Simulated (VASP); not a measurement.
# MnS (Browneite) (F-43m) in VASP: single point with LDA

Aim: the single point of MnS (Browneite) with LDA.

Program: VASP 6.6.1. These are calculated values, not measurements. Logs are shortened: lines on timing, memory, paths and dates and some standing lists are left out, and cuts for length are marked.

## 1. The cell of the first run

It takes space group F-43m (No. 216, cubic). The conventional cell has a = 5.600 Å, b = 5.600 Å, c = 5.600 Å, α = 90.00°, β = 90.00°, γ = 90.00°. Within 3.2 Å of Mn (site symmetry -43m) lie 4 S at 2.42 Å. Within 3.2 Å of S (site symmetry -43m) lie 4 Mn at 2.42 Å.

## 2. Single point, LDA, collinear spin, ferromagnetic start

The input, INCAR:

```
SYSTEM = MnS
PREC = Accurate
ENCUT = 520
EDIFF = 1E-6
ISMEAR = 1
SIGMA = 0.2
LREAL = .FALSE.
LASPH = .TRUE.
NELM = 150
ALGO = Normal
ISIF = 2
LWAVE = .FALSE.
LCHARG = .FALSE.
ISPIN = 2
MAGMOM = 4 0
LORBIT = 11
LMAXMIX = 4
NBANDS = 20
```

The input, KPOINTS:

```
regular mesh
0
G
  7 7 7
  0 0 0
```

The input, POSCAR:

```
MnS
1.0
    0.0000000000      2.8000000000      2.8000000000
    2.8000000000      0.0000000000      2.8000000000
    2.8000000000      2.8000000000      0.0000000000
Mn S
1 1
Direct
    0.0000000000      0.0000000000      0.0000000000
    0.2500000000      0.2500000000      0.2500000000
```

Potentials or basis: VASP PAW LDA potentials, release 64 (Mn_pv, S).

The run is started by

```bash
cat potpaw_LDA.64/Mn_pv/POTCAR potpaw_LDA.64/S/POTCAR > POTCAR
mpirun -np 1 vasp_std > vasp.out
```

OUTCAR:

```text
SYSTEM = MnS
   PREC = Accurate
   ENCUT = 520
   EDIFF = 1E-6
   ISMEAR = 1
   LREAL = .FALSE.
   LASPH = .TRUE.
   NELM = 150
   ISIF = 2
   ISPIN = 2
   LORBIT = 11

 ion  position               nearest neighbor table
   1  0.000  0.000  0.000-   2 2.42   2 2.42   2 2.42   2 2.42
   2  0.250  0.250  0.250-   1 2.42   1 2.42   1 2.42   1 2.42

  LATTYP: Found a face centered cubic cell.
 ALAT       =     5.6000000000

  Lattice vectors:

 A1 = (   0.0000000000,   2.8000000000,   2.8000000000)
 A2 = (   2.8000000000,   0.0000000000,   2.8000000000)
 A3 = (   2.8000000000,   2.8000000000,   0.0000000000)

Analysis of symmetry for initial positions (statically):
=====================================================================
 Subroutine PRICEL returns:
 Original cell was already a primitive cell.

 Routine SETGRP: Setting up the symmetry group for a
 face centered cubic supercell.

 Subroutine GETGRP returns: Found 24 space group operations
 (whereof 24 operations were pure point group operations)
 out of a pool of 48 trial point group operations.

The static configuration has the point symmetry T_d .

Analysis of symmetry for dynamics (positions and initial velocities):
=====================================================================
 Subroutine PRICEL returns:
 Original cell was already a primitive cell.

 Routine SETGRP: Setting up the symmetry group for a
 face centered cubic supercell.

 Subroutine GETGRP returns: Found 24 space group operations
 (whereof 24 operations were pure point group operations)
 out of a pool of 48 trial point group operations.

The dynamic configuration has the point symmetry T_d .

Analysis of structural, dynamic, and magnetic symmetry:
=====================================================================
 Subroutine PRICEL returns:
 Original cell was already a primitive cell.

 Routine SETGRP: Setting up the symmetry group for a
 face centered cubic supercell.

 Subroutine GETGRP returns: Found 24 space group operations
 (whereof 24 operations were pure point group operations)
 out of a pool of 48 trial point group operations.

The overall configuration has the point symmetry T_d .

 Subroutine INISYM returns: Found 24 space group operations
 (whereof 24 operations are pure point group operations),
 and found     1 'primitive' translations

----------------------------------------------------------------------------------------

                                     Primitive cell

[... 107 lines left out ...]
  Fermi-wavevector in a.u.,A,eV,Ry     =   1.238297  2.340041 20.862879  1.533378
  Thomas-Fermi vector in A             =   2.372828
   LORBIT       =     11    0 simple, 1 ext, 2 COOP (PROOUT), +10 PAW based schemes
   GGA     = CA    functional components
   LHFCALC =     F    Hartree Fock is set to
   AEXX    =    0.0000 exact exchange contribution
   IVDW    =     0    specifies the selected vdW correction
   LEPSILON=     F    determine dielectric tensor
   LRPA    =     F    only Hartree local field effects (RPA)
 spin polarized calculation
 Methfessel and Paxton  Order N= 1 SIGMA  =   0.20
  energy-cutoff  :      520.00
  volume of cell :       43.90
 maximum number of plane-waves:      1243
 NGX is ok and might be reduce to    30
   NGX = 15   NGY = 15   NGZ = 15

 number of electron      18.9999987 magnetization       4.7259767

 Free energy of the ion-electron system (eV)
  ---------------------------------------------------
  ext. energy  EPLUGINS =         0.00000000
  ---------------------------------------------------
  free energy    TOTEN  =       -14.83181981 eV

  energy without entropy =      -14.82907288  energy(sigma->0) =      -14.83090416

 E-fermi :   4.0259     XC(G=0):  -9.7318

 val. band max:        4.0154169311   @ k =  -0.4286   0.4286   0.1429
 cond. band min:       4.1156567480   @ k =   0.1429   0.1429   0.0000
 fundamental gap:      0.1002398168
 Fermi energy:         4.0259040069

 spin component 1

 k-point     1 :       0.0000    0.0000    0.0000
  band No.  band energies     occupation
      1     -45.8520      1.00000
      2     -45.8520      1.00000
      3     -45.8520      1.00000
      4      -9.6234      1.00000
      5      -0.5164      1.00000
      6      -0.5164      1.00000
[... 436 lines left out ...]
      6      -0.6988      1.00000
[... 12 lines left out ...]
     19      17.8655      0.00000
     20      18.2640      0.00000
 Fermi energy:         4.0259040069

 spin component 2

 k-point     1 :       0.0000    0.0000    0.0000
  band No.  band energies     occupation
      1     -41.7916      1.00000
      2     -41.7916      1.00000
      3     -41.7916      1.00000
      4      -9.3039      1.00000
      5       0.9003      1.00000
      6       0.9003      1.00000
[... 449 lines left out ...]
     19      18.4586      0.00000
     20      18.8160      0.00000

------------------------ aborting loop because EDIFF is reached ----------------------------------------

  FORCE on cell =-STRESS in cart. coord.  units (eV):
  Direction    XX          YY          ZZ          XY          YZ          ZX
  --------------------------------------------------------------------------------------
  -------------------------------------------------------------------------------------
  Total       -1.7095885     -1.7095885     -1.7095885      0.0000000     -0.0000000      0.0000000
  in kB      -62.3875716    -62.3875716    -62.3875716      0.0000000     -0.0000000      0.0000000
  external PRESSURE =     -62.3875716 kB  Pullay stress =       0.0000000 kB

 VOLUME and BASIS-vectors are now :
 -----------------------------------------------------------------------------
  energy-cutoff  :      520.00
  volume of cell :       43.90
      direct lattice vectors                 reciprocal lattice vectors
     0.000000000  2.800000000  2.800000000    -0.178571429  0.178571429  0.178571429
     2.800000000  0.000000000  2.800000000     0.178571429 -0.178571429  0.178571429
     2.800000000  2.800000000  0.000000000     0.178571429  0.178571429 -0.178571429

 POSITION                                       TOTAL-FORCE (eV/Angst)
 -----------------------------------------------------------------------------------
      0.00000      0.00000      0.00000        -0.000000     -0.000000     -0.000000
      1.40000      1.40000      1.40000         0.000000      0.000000      0.000000
 -----------------------------------------------------------------------------------
    total drift:                               -0.000000     -0.000000      0.000000

  FREE ENERGIE OF THE ION-ELECTRON SYSTEM (eV)
  ---------------------------------------------------
  free  energy   TOTEN  =       -14.8318198060 eV

  energy  without entropy=      -14.8290728764  energy(sigma->0) =      -14.83090416

 total charge

# of ion       s       p       d       tot
------------------------------------------
    1        0.267   6.210   4.931  11.407
    2        1.317   2.404   0.000   3.721
--------------------------------------------------
tot          1.584   8.614   4.931  15.129

 magnetization (x)

# of ion       s       p       d       tot
------------------------------------------
    1        0.043   0.057   4.060   4.161
    2        0.011   0.072   0.000   0.083
--------------------------------------------------
tot          0.054   0.130   4.060   4.244
```

OSZICAR:

```text
N       E                     dE             d eps       ncg     rms          rms(c)
DAV:   1     0.150093620109E+03    0.15009E+03   -0.10027E+04  1608   0.930E+02
DAV:   2    -0.801188310830E+01   -0.15811E+03   -0.14955E+03  1664   0.270E+02
DAV:   3    -0.160447289093E+02   -0.80328E+01   -0.79365E+01  1860   0.670E+01
DAV:   4    -0.161531477872E+02   -0.10842E+00   -0.10835E+00  1800   0.802E+00
DAV:   5    -0.161550219187E+02   -0.18741E-02   -0.18741E-02  1872   0.111E+00    0.105E+01
DAV:   6    -0.150965352718E+02    0.10585E+01   -0.69692E+00  1788   0.308E+01    0.111E+01
DAV:   7    -0.148463870507E+02    0.25015E+00   -0.11777E+00  1772   0.157E+01    0.601E+00
DAV:   8    -0.148439159033E+02    0.24711E-02   -0.37831E-02  1836   0.165E+00    0.336E+00
DAV:   9    -0.148243596744E+02    0.19556E-01   -0.26418E-02  1876   0.158E+00    0.106E+00
DAV:  10    -0.148319516347E+02   -0.75920E-02   -0.10914E-02  1768   0.108E+00    0.266E-01
DAV:  11    -0.148317623621E+02    0.18927E-03   -0.16044E-03  1800   0.226E-01    0.148E-01
DAV:  12    -0.148318131635E+02   -0.50801E-04   -0.13683E-04  1788   0.995E-02    0.850E-02
DAV:  13    -0.148318042948E+02    0.88687E-05   -0.19392E-05  1804   0.490E-02    0.641E-02
DAV:  14    -0.148318194721E+02   -0.15177E-04   -0.12375E-05  1788   0.446E-02    0.633E-03
DAV:  15    -0.148318198060E+02   -0.33384E-06   -0.14995E-06  1352   0.733E-03
   1 F= -.14831820E+02 E0= -.14830904E+02  d E =-.274693E-02  mag=     4.7256
```

It took 45 s on 1 thread of Intel Xeon Platinum 8259CL at 2.50GHz (Skylake/Cascade Lake), shared host; peak memory 0.16 GiB.

What came out:

```
Free energy                                           : -14.8318 eV
Pressure                                              : -6.2 GPa
Net moment                                            : 4.73 μB per cell
Site moments                                          : Mn +4.16; S +0.08 μB
Valence electrons inside the program's atomic spheres : Mn 11.41; S 3.72
```

Levels at points of the mesh, in eV from the Fermi level:
Spin up:
| k point | band 8 | band 9 | band 10 | band 11 | band 12 | band 13 | band 14 | band 15 | band 16 | band 17 |
| --- | --- | --- | --- | --- | --- | --- | --- | --- | --- | --- |
| (0.00, 0.00, 0.00) | -2.75 | -2.75 | 0.59 | 0.59 | 0.59 | 1.14 | 6.06 | 6.06 | 6.06 | 10.93 |
Spin down:
| k point | band 4 | band 5 | band 6 | band 7 | band 8 | band 9 | band 10 | band 11 |
| --- | --- | --- | --- | --- | --- | --- | --- | --- |
| (0.00, 0.00, 0.00) | -13.33 | -3.13 | -3.13 | -3.13 | 0.70 | 0.70 | 1.85 | 3.02 |

Caveat: a cell with one magnetic atom can't hold antiferromagnetic order, which such compounds often take; semilocal functionals often make such compounds metallic where correlation or magnetic order opens a gap, which also shifts bond lengths.
